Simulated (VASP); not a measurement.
Here is a VASP 6.6.1 calculation.

File INCAR:

```
SYSTEM = Au
PREC = Accurate
ENCUT = 500
EDIFF = 1E-6
ISMEAR = 0
SIGMA = 0.1
LREAL = .FALSE.
LASPH = .TRUE.
NELM = 120
ALGO = Normal
ISIF = 2
LWAVE = .FALSE.
LCHARG = .TRUE.
GGA = PE
LELF = .TRUE.
LVHAR = .TRUE.
NBANDS = 12
GGA_COMPAT = .FALSE.
```

File KPOINTS:

```
regular mesh
0
G
  18 18 18
  0 0 0
```

POSCAR

```
Au
1.0
    0.0000000000      2.0999005682      2.0999005682
    2.0999005682      0.0000000000      2.0999005682
    2.0999005682      2.0999005682      0.0000000000
Au
1
Direct
    0.0000000000      0.0000000000      0.0000000000
```

Potentials or basis: VASP PAW PBE potentials, release 64 (Au).

Run with:

```sh
$ cat potpaw_PBE.64/Au/POTCAR > POTCAR
$ mpirun -np 1 vasp_std > vasp.out
```

(1) Estimate the pressure.

(2) Predict the band gap on the k mesh.

## Answers

(1) -4.1 GPa.

(2) zero (an odd number of electrons rules out a gap without spin polarisation).

Caveat: the cell stands under tension; spin-orbit coupling is left out, which moves the levels of the heavy elements.
